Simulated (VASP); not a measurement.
# Rb16Li (a cell with a defect) in VASP: notebook

Runs on Rb16Li (a cell with a defect). Level: PBE. Tasks: single point.

Everything below comes from runs of VASP 6.6.1. Logs are shortened: lines on timing, memory, paths and dates and some standing lists are left out, and cuts for length are marked.

### Step 1. The cell of the first run

The cell holds a defect, 17 atoms: a = 11.180 Å, b = 11.180 Å, c = 11.180 Å, α = 90.00°, β = 90.00°, γ = 90.00°.

### Step 2. Single point, PBE

INCAR

```
SYSTEM = Rb16Li
ALGO     = Normal         ! electronic algorithm
EDIFF    = 1E-6           ! SCF threshold, eV
ENCUT    = 520            ! plane-wave cutoff, eV
GGA      = PE             ! functional
ISIF     = 2              ! what is computed and relaxed
ISMEAR   = -1             ! smearing method
LASPH    = .True.         ! aspherical terms in the spheres
LCHARG   = .False.        ! write CHGCAR
LREAL    = Auto         
LWAVE    = .False.        ! write WAVECAR
NBANDS   = 88             ! bands
NELM     = 60             ! most SCF steps
PREC     = Accurate       ! precision mode
SIGMA    = 0.05           ! smearing width, eV
```

KPOINTS

```
k-points
0
Gamma
  1 1 1
  0 0 0
```

POSCAR

```
Rb16Li
1.0
   11.1800000000      0.0000000000      0.0000000000
    0.0000000000     11.1800000000      0.0000000000
    0.0000000000      0.0000000000     11.1800000000
Rb Li
16 1
Direct
    0.0358139535     -0.0759838998      0.0566726297
    0.4359212880      0.0075670841     -0.0248926655
    0.0077728086      0.3999016100      0.0897137746
   -0.0543202147     -0.0756440072      0.5088908766
    0.2101520572      0.1545796064      0.3029338104
    0.4662254025      0.5289982111     -0.0002683363
    0.5135867621      0.0697137746      0.5655098390
    0.6977191413      0.3033363148      0.2697227191
    0.0422629696      0.4324508050      0.4573166369
    0.2979248658      0.7464847943      0.3007334526
    0.3107066190      0.3814490161      0.6932200358
    0.5266994633      0.5338819320      0.4550268336
    0.7726475850      0.7866994633      0.2701252236
    0.7258676208      0.2422898032      0.6985509839
    0.3266636852      0.7715205725      0.6742218247
    0.6910196780      0.7896601073      0.6943738819
    0.1422361360      0.0583989267      0.7263953488
```

Potentials or basis: VASP PAW PBE potentials, release 64 (Rb_sv, Li_sv).

Launch:

```sh
$ cat potpaw_PBE.64/Rb_sv/POTCAR potpaw_PBE.64/Li_sv/POTCAR > POTCAR
$ mpirun -np 1 vasp_gam > vasp.out
```

OUTCAR:

```text
SYSTEM = Rb16Li
   EDIFF = 1E-6
   ENCUT = 520
   GGA = PE
   ISIF = 2
   ISMEAR = -1
   LASPH = .True.
   LREAL = Auto
   NELM = 60
   PREC = Accurate

 ion  position               nearest neighbor table
   1  0.036  0.924  0.057-  13 4.09  17 4.16   5 4.25  10 4.47   2 4.66   4 5.16   3 5.34  15 5.64
                            16 5.79
   2  0.436  0.008  0.975-  15 4.45   1 4.66   7 4.71   5 4.74  16 4.89  10 4.91  14 5.19   6 5.37
                            11 5.42   8 5.51  13 5.58
   3  0.008  0.400  0.090-   9 4.14   8 4.15   5 4.28   1 5.34   6 5.42  13 5.45  10 5.58  11 5.58
                            14 5.67
   4  0.946  0.924  0.509-  17 3.60  13 3.64  16 3.83   5 4.55  14 4.81  15 4.95  10 4.99   7 5.14
                             1 5.16   9 5.63   8 5.73
   5  0.210  0.155  0.303-   9 4.02   1 4.25   3 4.28   4 4.55   7 4.59  10 4.67   2 4.74  11 5.17
                             8 5.71  12 5.78
   6  0.466  0.529  1.000-  11 4.18  10 4.56   8 4.71  15 4.80  12 5.14  16 5.14   2 5.37  13 5.40
                             3 5.42  14 5.48
   7  0.514  0.070  0.566-  14 3.40  16 3.98  15 4.12  11 4.40   5 4.59   8 4.69   2 4.71   4 5.14
                            10 5.26  12 5.34  13 5.41
   8  0.698  0.303  0.270-  12 3.82   3 4.15   9 4.62   7 4.69   6 4.71  14 4.85  13 5.47   2 5.51
                             5 5.71   4 5.73
   9  0.042  0.432  0.457-   5 4.02  11 4.04   3 4.14   8 4.62  10 4.85  14 4.93  13 5.40  15 5.51
                            12 5.53   4 5.63
  10  0.298  0.746  0.301-  12 3.89  15 4.20   1 4.47   6 4.56   5 4.67   9 4.85   2 4.91   4 4.99
                             7 5.26  13 5.34   3 5.58
  11  0.311  0.381  0.693-  12 3.98   9 4.04  17 4.09   6 4.18  15 4.37   7 4.40  14 4.90   5 5.17
                             2 5.42   3 5.58
  12  0.527  0.534  0.455-   8 3.82  10 3.89  11 3.98  15 4.25  16 4.33  13 4.45  14 4.80   6 5.14
                             7 5.34   9 5.53   5 5.78
  13  0.773  0.787  0.270-   4 3.64   1 4.09  12 4.45  16 4.83  10 5.34   9 5.40   6 5.40   7 5.41
                             3 5.45   8 5.47   2 5.58
  14  0.726  0.242  0.699-   7 3.40  12 4.80   4 4.81   8 4.85  11 4.90   9 4.93  16 5.08   2 5.19
                             6 5.48   3 5.67
  15  0.327  0.772  0.674-  17 3.86  16 4.08   7 4.12  10 4.20  12 4.25  11 4.37   2 4.45   6 4.80
                             4 4.95   9 5.51   1 5.64
  16  0.691  0.790  0.694-   4 3.83   7 3.98  15 4.08  12 4.33  13 4.83   2 4.89  14 5.08   6 5.14
                             1 5.79
  17  0.142  0.058  0.726-   4 3.60  15 3.86  11 4.09   1 4.16

  LATTYP: Found a simple cubic cell.
 ALAT       =    11.1800000000

  Lattice vectors:

 A1 = (  11.1800000000,   0.0000000000,   0.0000000000)
 A2 = (   0.0000000000,  11.1800000000,   0.0000000000)
 A3 = (   0.0000000000,   0.0000000000,  11.1800000000)

Analysis of symmetry for initial positions (statically):
=====================================================================
 Subroutine PRICEL returns:
 Original cell was already a primitive cell.

 Routine SETGRP: Setting up the symmetry group for a
 simple cubic supercell.

 Subroutine GETGRP returns: Found  1 space group operations
 (whereof  1 operations were pure point group operations)
 out of a pool of 48 trial point group operations.

The static configuration has the point symmetry C_1 .

Analysis of symmetry for dynamics (positions and initial velocities):
=====================================================================
 Subroutine PRICEL returns:
 Original cell was already a primitive cell.

 Routine SETGRP: Setting up the symmetry group for a
 simple cubic supercell.

 Subroutine GETGRP returns: Found  1 space group operations
 (whereof  1 operations were pure point group operations)
 out of a pool of 48 trial point group operations.

The dynamic configuration has the point symmetry C_1 .

 Subroutine INISYM returns: Found  1 space group operations
 (whereof  1 operations are pure point group operations),
 and found     1 'primitive' translations

----------------------------------------------------------------------------------------

                                     Primitive cell

  volume of cell :    1397.4150

  direct lattice vectors                    reciprocal lattice vectors
    11.180000000  0.000000000  0.000000000     0.089445438  0.000000000  0.000000000
     0.000000000 11.180000000  0.000000000     0.000000000  0.089445438  0.000000000
     0.000000000  0.000000000 11.180000000     0.000000000  0.000000000  0.089445438

  length of vectors
    11.180000000 11.180000000 11.180000000     0.089445438  0.089445438  0.089445438

  position of ions in fractional coordinates (direct lattice)
     0.035813954  0.924016100  0.056672630
     0.435921288  0.007567084  0.975107335
     0.007772809  0.399901610  0.089713775
     0.945679785  0.924355993  0.508890877
     0.210152057  0.154579606  0.302933810
     0.466225403  0.528998211  0.999731664
[... 9 lines left out ...]
     0.691019678  0.789660107  0.694373882
     0.142236136  0.058398927  0.726395349

  ion indices of the primitive-cell ions
   primitive index   ion index
                 1           1
                 2           2
                 3           3
                 4           4
                 5           5
                 6           6
[... 9 lines left out ...]
                16          16
                17          17

----------------------------------------------------------------------------------------

 KPOINTS: k-points

Automatic generation of k-mesh.
 Grid dimensions read from file:
 generate k-points for:    1    1    1

 Generating k-lattice:

  Cartesian coordinates                     Fractional coordinates (reciprocal lattice)
     0.089445438  0.000000000  0.000000000     1.000000000  0.000000000  0.000000000
     0.000000000  0.089445438  0.000000000     0.000000000  1.000000000  0.000000000
     0.000000000  0.000000000  0.089445438     0.000000000  0.000000000  1.000000000

  Length of vectors
     0.089445438  0.089445438  0.089445438

  Shift w.r.t. Gamma in fractional coordinates (k-lattice)
     0.000000000  0.000000000  0.000000000

 Subroutine IBZKPT returns following result:
 ===========================================

 Found      1 irreducible k-points:

 Following reciprocal coordinates:
            Coordinates               Weight
  0.000000  0.000000  0.000000      1.000000
   k-points           NKPTS =      1   k-points in BZ     NKDIM =      1   number of bands    NBANDS=     88
   number of dos      NEDOS =    301   number of ions     NIONS =     17
   total plane-waves  NPLWV = 592704
   dimension x,y,z NGX =    84 NGY =   84 NGZ =   84
   dimension x,y,z NGXF=   168 NGYF=  168 NGZF=  168
   ions per type =              16   1
   NGX,Y,Z   is equivalent  to a cutoff of  12.49, 12.49, 12.49 a.u.
   NGXF,Y,Z  is equivalent  to a cutoff of  24.98, 24.98, 24.98 a.u.
 SYSTEM =  Rb16Li
   PREC   = accura    normal or accurate (medium, high low for compatibility)
   ISTART =      0    job   : 0-new  1-cont  2-samecut
   ICHARG =      2    charge: 1-file 2-atom 10-const
   ISPIN  =      1    spin polarized calculation?
   LNONCOLLINEAR =      F non collinear calculations
   LSORBIT =      F    spin-orbit coupling
   LASPH  =      T    aspherical Exc in radial PAW
   ENCUT  =  520.0 eV  38.22 Ry    6.18 a.u.  20.79 20.79 20.79*2*pi/ulx,y,z
   NELM   =     60;   NELMIN=  2; NELMDL= -5     # of ELM steps
   EDIFF  = 0.1E-05   stopping-criterion for ELM
   LREAL  =      T    real-space projection
   EDIFFG = 0.1E-04   stopping-criterion for IOM
   NSW    =      0    number of steps for IOM
   IBRION =     -1    ionic relax: 0-MD 1-quasi-New 2-CG
   NFREE  =      0    steps in history (QN), initial steepest desc. (CG)
   ISIF   =      2    stress and relaxation
   ISYM   =      2    0-nonsym 1-usesym 2-fastsym
   POTIM  = 0.5000    time-step for ionic-motion
   TEBEG  =    0.0;   TEEND  =   0.0 temperature during run
   PSTRESS=    0.0 pullay stress
   NELECT =     147.0000    total number of electrons
   NUPDOWN=      -1.0000    fix difference up-down
   EMIN   =  10.00;   EMAX   =-10.00  energy-range for DOS
   EFERMI =   0.00;   METHOD = LEGACY
   ISMEAR =    -1;   SIGMA  =   0.05  broadening in eV -4-tet -1-fermi 0-gaus
   EFERMI_NEDOS =   21; number of points for ismear=-14 and -15
   IALGO  =     38    algorithm
   IMIX   =      4    mixing-type and parameters
     AMIX     =   0.40;   BMIX     =  1.00
     AMIX_MAG =   1.60;   BMIX_MAG =  1.00
  volume/ion in A,a.u.               =      82.20       554.72
  Fermi-wavevector in a.u.,A,eV,Ry     =   0.772809  1.460397  8.125857  0.597234
  Thomas-Fermi vector in A             =   1.874520
   LORBIT       =      0    0 simple, 1 ext, 2 COOP (PROOUT), +10 PAW based schemes
   GGA     = PE    functional components
   LHFCALC =     F    Hartree Fock is set to
   AEXX    =    0.0000 exact exchange contribution
   IVDW    =     0    specifies the selected vdW correction
   LEPSILON=     F    determine dielectric tensor
   LRPA    =     F    only Hartree local field effects (RPA)
 non-spin polarized calculation
  energy-cutoff  :      520.00
  volume of cell :     1397.42
 maximum number of plane-waves:     18781
 NGX is ok and might be reduce to    84
   NGX = 41   NGY = 41   NGZ = 41

 number of electron     146.9999992 magnetization

 Free energy of the ion-electron system (eV)
  ---------------------------------------------------
  ext. energy  EPLUGINS =         0.00000000
  ---------------------------------------------------
  free energy    TOTEN  =       -12.77728406 eV

  energy without entropy =      -12.50855486  energy(sigma->0) =      -12.64291946

 E-fermi :   0.3079     XC(G=0):  -5.5713

 val. band max:        0.2842315825   @ k =   0.0000   0.0000   0.0000
 cond. band min:       0.3343727621   @ k =   0.0000   0.0000   0.0000
 fundamental gap:      0.0501411796
 Fermi energy:         0.3079048156

 k-point     1 :       0.0000    0.0000    0.0000
  band No.  band energies     occupation
      1     -47.5912      2.00000
      2     -29.0689      2.00000
      3     -28.9878      2.00000
      4     -28.9213      2.00000
      5     -28.9032      2.00000
      6     -28.8774      2.00000
[... 77 lines left out ...]
     84       1.0017      0.00000
     85       1.3221      0.00000
 [bands above 85 left out]

------------------------ aborting loop because EDIFF is reached ----------------------------------------

  FORCE on cell =-STRESS in cart. coord.  units (eV):
  Direction    XX          YY          ZZ          XY          YZ          ZX
  --------------------------------------------------------------------------------------
  -------------------------------------------------------------------------------------
  Total        6.7507731      4.4751396      7.2935140      0.8079730      1.1966981      1.3111326
  in kB        7.7399594      5.1308789      8.3622278      0.9263647      1.3720495      1.5032520
  external PRESSURE =       7.0776887 kB  Pullay stress =       0.0000000 kB

 VOLUME and BASIS-vectors are now :
 -----------------------------------------------------------------------------
  energy-cutoff  :      520.00
  volume of cell :     1397.42
      direct lattice vectors                 reciprocal lattice vectors
    11.180000000  0.000000000  0.000000000     0.089445438  0.000000000  0.000000000
     0.000000000 11.180000000  0.000000000     0.000000000  0.089445438  0.000000000
     0.000000000  0.000000000 11.180000000     0.000000000  0.000000000  0.089445438

 POSITION                                       TOTAL-FORCE (eV/Angst)
 -----------------------------------------------------------------------------------
      0.40040     10.33050      0.63360        -0.080554      0.025767     -0.401010
      4.87360      0.08460     10.90170         0.093997      0.113586      0.078226
      0.08690      4.47090      1.00300         0.061950      0.163242     -0.463484
     10.57270     10.33430      5.68940         0.404489      0.242428      0.102123
      2.34950      1.72820      3.38680         0.286724     -0.037896      0.098045
      5.21240      5.91420     11.17700         0.135363      0.017900      0.086304
[... 9 lines left out ...]
      7.72560      8.82840      7.76310         0.254026     -0.341233      0.468088
      1.59020      0.65290      8.12110         0.078313      0.194688      0.076832
 -----------------------------------------------------------------------------------
    total drift:                               -0.001867     -0.005558      0.000112

  FREE ENERGIE OF THE ION-ELECTRON SYSTEM (eV)
  ---------------------------------------------------
  free  energy   TOTEN  =       -12.7772840632 eV

  energy  without entropy=      -12.5085548586  energy(sigma->0) =      -12.64291946
```

Run time: 1.8 min. Hardware: 1 thread of Intel Xeon 6975P-C (Granite Rapids), shared host; peak memory 0.98 GiB.

Results:

- Free energy: -12.7773 eV
- Largest force: 0.835 eV/Å

Forces in eV/Å, atoms in the order of the input:
```
Rb  -0.081  0.026 -0.401
Rb   0.094  0.114  0.078
Rb   0.062  0.163 -0.463
Rb   0.404  0.242  0.102
Rb   0.287 -0.038  0.098
Rb   0.135  0.018  0.086
Rb  -0.518 -0.164 -0.550
Rb  -0.002 -0.379 -0.181
Rb  -0.239  0.268  0.252
Rb  -0.150  0.112 -0.175
Rb  -0.194 -0.284  0.243
Rb   0.128 -0.072  0.002
Rb  -0.385 -0.237 -0.322
Rb   0.587  0.372  0.463
Rb  -0.462  0.004  0.223
Rb   0.254 -0.341  0.468
Li   0.078  0.195  0.077
```

Levels at points of the mesh, in eV from the Fermi level:
```csv
k point,band 69,band 70,band 71,band 72,band 73,band 74,band 75,band 76,band 77,band 78
"(0.00, 0.00, 0.00)",-0.86,-0.83,-0.70,-0.57,-0.02,0.03,0.05,0.08,0.14,0.19
```

Caveat: the k points lie up to 0.56 Å⁻¹ apart; the cutoff is under 1.25 times the usual one of these potentials, so pressure, stress and relaxed cells hold a basis-set (Pulay) error.

### Step 3. Single point, PBE

INCAR

```
SYSTEM = Rb16Li
  PREC = Accurate
  ENCUT = 520
  EDIFF = 1E-6
  ISMEAR = -1
  SIGMA = 0.05
  LREAL = Auto
  LASPH = .True.
  NELM = 60
  ALGO = Normal
  ISIF = 2
  LWAVE = .False.
  LCHARG = .False.
  GGA = PE
  NBANDS = 88
```

KPOINTS

```
Automatic mesh
0
Gamma
  1 1 1
  0 0 0
```

POSCAR

```
Rb16Li
1.0
   11.1800000000      0.0000000000      0.0000000000
    0.0000000000     11.1800000000      0.0000000000
    0.0000000000      0.0000000000     11.1800000000
Rb Li
16 1
Direct
    0.0804651163     -0.1543470483      0.0439534884
    0.3607692308      0.0436672630     -0.0400894454
    0.0401878354      0.3293917710      0.0823434705
   -0.0572540250     -0.1034525939      0.5128622540
    0.2140876565      0.0869767442      0.3835420394
    0.4452683363      0.5613059034      0.0067441860
    0.4855366726      0.1155813953      0.5138282648
    0.6496601073      0.2881305903      0.2235509839
    0.0294454383      0.4194186047      0.4800357782
    0.3124239714      0.7344722719      0.3363506261
    0.3426654741      0.4367441860      0.6829159213
    0.5889892665      0.5520751342      0.4422003578
    0.7293202147      0.7789087657      0.2055277281
    0.7943828265      0.2785509839      0.7382200358
    0.3099463327      0.8386493739      0.6597227191
    0.6816189624      0.7822808587      0.7381484794
    0.1319051878      0.1635778175      0.7512790698
```

Potentials or basis: VASP PAW PBE potentials, release 64 (Rb_sv, Li_sv).

Launch:

```sh
$ cat potpaw_PBE.64/Rb_sv/POTCAR potpaw_PBE.64/Li_sv/POTCAR > POTCAR
$ mpirun -np 1 vasp_gam > vasp.out
```

Wall time 1.9 min (1 thread of Intel Xeon 6975P-C (Granite Rapids), shared host); peak memory 0.94 GiB.

The run converged. Its results:

| Item | Value |
| --- | --- |
| Free energy | -12.9680 eV |
| Largest force | 0.670 eV/Å |

Forces on the atoms (eV/Å):
```
Rb  -0.257 -0.063 -0.163
Rb   0.403  0.236  0.152
Rb   0.069  0.067 -0.136
Rb  -0.078  0.072  0.083
Rb  -0.426  0.331 -0.390
Rb  -0.015 -0.026  0.037
Rb   0.626  0.002  0.240
Rb   0.127 -0.249 -0.248
Rb  -0.097  0.166 -0.058
Rb  -0.157 -0.186 -0.340
Rb  -0.125 -0.143  0.125
Rb   0.179 -0.072  0.209
Rb  -0.010  0.171 -0.156
Rb  -0.114 -0.055  0.144
Rb  -0.200 -0.167  0.396
Rb   0.095  0.000  0.236
Li  -0.022 -0.086 -0.130
```

Levels at points of the mesh, in eV from the Fermi level:
```csv
k point,band 69,band 70,band 71,band 72,band 73,band 74,band 75,band 76,band 77,band 78
"(0.00, 0.00, 0.00)",-0.91,-0.87,-0.79,-0.70,-0.08,0.03,0.07,0.16,0.18,0.21
```

Caveat: the k points lie up to 0.56 Å⁻¹ apart; the cutoff is under 1.25 times the usual one of these potentials, so pressure, stress and relaxed cells hold a basis-set (Pulay) error.

(Part 1 of 2 ends here.)
